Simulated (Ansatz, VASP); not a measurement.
## SiNi in VASP and in Ansatz

```
Si Ni
1.0
     5.08783    0.00000    0.00000
     0.00000    3.35777    0.00000
     0.00000    0.00000    5.36200
Si Ni
4 4
Direct
  0.32143 0.75000 0.08656
  0.17857 0.25000 0.58656
  0.82143 0.75000 0.41344
  0.67857 0.25000 0.91344
  0.00930 0.25000 0.18739
  0.49070 0.75000 0.68739
  0.50930 0.25000 0.31261
  0.99070 0.75000 0.81261
```

Change from the starting cell: strain +0.000 along x and y, -0.030 along z, atoms carried along.

Alike in both runs: task single point; functional PBEsol; k mesh 8 × 12 × 8; occupations gaussian, width 0.15 eV; no spin polarisation.

|  | VASP | Ansatz |
| --- | --- | --- |
| version | VASP 6.6.1 | Ansatz 0.2.0 |
| potentials or method | VASP PAW PBE potentials, release 64 (Si, Ni), cutoff 520 eV | scalar-relativistic, plane waves, PAW |
| valence electrons in the cell | 56 | 88 |

|  | VASP | Ansatz | Ansatz less VASP |
| --- | --- | --- | --- |
| gap on the k mesh at the Fermi level (eV) | none | none | - |
| pressure (GPa) | 6.5 | 6.3 | -0.19 |
| traceless stress, the component that is largest in VASP (GPa) | 3.80 | 3.80 | -0.004 |
| rms of the force components (eV/Å) | 0.133 | 0.129 | -0.0045 |

VASP's potentials were made for PBE, not for PBEsol. Atom by atom the forces differ by 0.007 eV/Å (rms over components). A gap of «none» marks a metal or a gap that the smearing closes. VASP's potentials hold 56 valence electrons a cell and Ansatz's 88, so a difference there can come from the potentials and not from the codes.
